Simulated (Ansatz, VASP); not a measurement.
## W3O: VASP beside Ansatz

```
CELL_PARAMETERS angstrom
4.83135 0.00000 0.00000
0.00000 4.83135 0.00000
0.00000 0.00000 4.83135
ATOMIC_POSITIONS crystal
W 0.50048 0.75000 0.00000
W 0.99952 0.50048 0.75000
W 0.25000 0.99952 0.50000
W 0.50048 0.25000 0.00000
W 0.99952 0.50048 0.25000
W 0.75000 0.99952 0.50000
O 0.51903 0.51903 0.50000
O 0.98097 0.98097 0.00000
```

Change from the starting cell: mode 1 (-297.1 1/cm) frozen in, largest displacement -0.130 Å.

Alike in both runs: task single point; functional PBEsol; k mesh 8 × 8 × 8; occupations gaussian, width 0.15 eV; no spin polarisation.

|  | VASP | Ansatz |
| --- | --- | --- |
| version | VASP 6.6.1 | Ansatz 0.2.0 |
| potentials or method | VASP PAW PBE potentials, release 64 (W_sv, O), cutoff 520 eV | scalar-relativistic, plane waves, PAW |
| valence electrons in the cell | 96 | 96 |

|  | VASP | Ansatz | Ansatz less VASP |
| --- | --- | --- | --- |
| gap on the k mesh at the Fermi level (eV) | none | none | - |
| pressure (GPa) | 1.1 | 0.1 | -1.05 |
| traceless stress, the component that is largest in VASP (GPa) | 0.28 | 0.29 | +0.009 |
| rms of the force components (eV/Å) | 0.199 | 0.206 | +0.0072 |

VASP's potentials were made for PBE, not for PBEsol. Atom by atom the forces differ by 0.008 eV/Å (rms over components). A gap of «none» marks a metal or a gap that the smearing closes. With one functional, cell and mesh, what is left measures potentials, basis and numerics.

Neither program's run includes spin-orbit coupling.
